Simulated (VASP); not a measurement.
Wanted: the native input for a VASP 6.6.1 run.

```yaml
Task: single point
Functional: LDA
Potentials_or_basis: VASP PAW LDA potentials, release 64 (Ta_pv, N)
Cutoff: 520 eV
k_mesh: 6 × 6 × 4
Occupations: gaussian, width 0.1 eV
Spin: no spin polarisation
Dipole_correction: no
Further_INCAR_settings: ALGO = Normal; EDIFF = 1e-06; NBANDS = 20
```

The structure of Ta2N lies in POSCAR:

```
Ta2N
1.0
    3.1128615100      0.0000000000      0.0000000000
   -1.5564307500      2.6958171400      0.0000000000
    0.0000000000      0.0000000000      4.8698410000
Ta N
2 1
Direct
    0.6666666700      0.3333333300      0.7452890000
    0.3333333300      0.6666666700      0.2547110000
    0.0000000000      0.0000000000      0.0000000000
```

These files were run (other wordings do the same):

INCAR

```
SYSTEM = Ta2N
PREC = Accurate
ENCUT = 520
EDIFF = 1E-6
ISMEAR = 0
SIGMA = 0.1
LREAL = .False.
LASPH = .True.
NELM = 80
ALGO = Normal
ISIF = 2
LWAVE = .False.
LCHARG = .False.
GGA = CA
NBANDS = 20
```

KPOINTS

```
regular mesh
0
Gamma
  6 6 4
  0 0 0
```

Potentials or basis: VASP PAW LDA potentials, release 64 (Ta_pv, N).

The run is started by

```bash
$ cat potpaw_LDA.64/Ta_pv/POTCAR potpaw_LDA.64/N/POTCAR > POTCAR
$ mpirun -np 1 vasp_std > vasp.out
```

Results of the run:

| Item | Value |
| --- | --- |
| Pressure | -13.1 GPa |
| Largest force | 0.657 eV/Å |
| Band gap on the k mesh | zero (an odd number of electrons rules out a gap without spin polarisation) |

Caveat: the k points lie up to 0.39 Å⁻¹ apart, too coarse for converged energies and pressures of a metal; spin-orbit coupling is left out, which moves the levels of the heavy elements.

Wall time 7.9 s on 1 thread of AMD EPYC 9R45 96-Core Processor (Zen 5), on a shared host, peak memory 0.12 GiB.
